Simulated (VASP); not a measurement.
NaI:

```xyz
2
Lattice="0.0000 3.1703 3.1703 3.1703 0.0000 3.1703 3.1703 3.1703 0.0000" Properties=species:S:1:pos:R:3 pbc="T T T"
I     3.1703    3.1703    3.1703
Na    0.0000    0.0000    0.0000
```

Base run:

* Program: VASP 6.6.1
* Functional: PBEsol
* Potentials or basis: VASP PAW PBE potentials, release 64 (I, Na_pv)
* Cutoff: 520 eV
* k mesh: 7 × 7 × 7
* Occupations: fermi-dirac, width 0.05 eV
* Spin: no spin polarisation

Its results: band gap on the k mesh 3.67 eV, direct; pressure 0.6 GPa.

Question: After a change of settings the same cell gave: band gap on the k mesh 3.81 eV, direct; pressure 1.7 GPa. Which change was it?
A. functional from PBEsol to PBE0; k mesh from 7 × 7 × 7 to 4 × 4 × 4
B. functional from PBEsol to r2SCAN
C. functional from PBEsol to LDA; potentials or basis from VASP PAW PBE potentials, release 64 (I, Na_pv) to VASP PAW LDA potentials, release 64 (I, Na_pv)
D. functional from PBEsol to PBE

Answer: D.

PBE binds less tightly than PBEsol, so the same cell stands under more pressure.

Caveats: spin-orbit coupling is left out, which moves the levels of the heavy elements; the PAW data sets were made with another functional, which shifts forces and pressure a little (some runs).
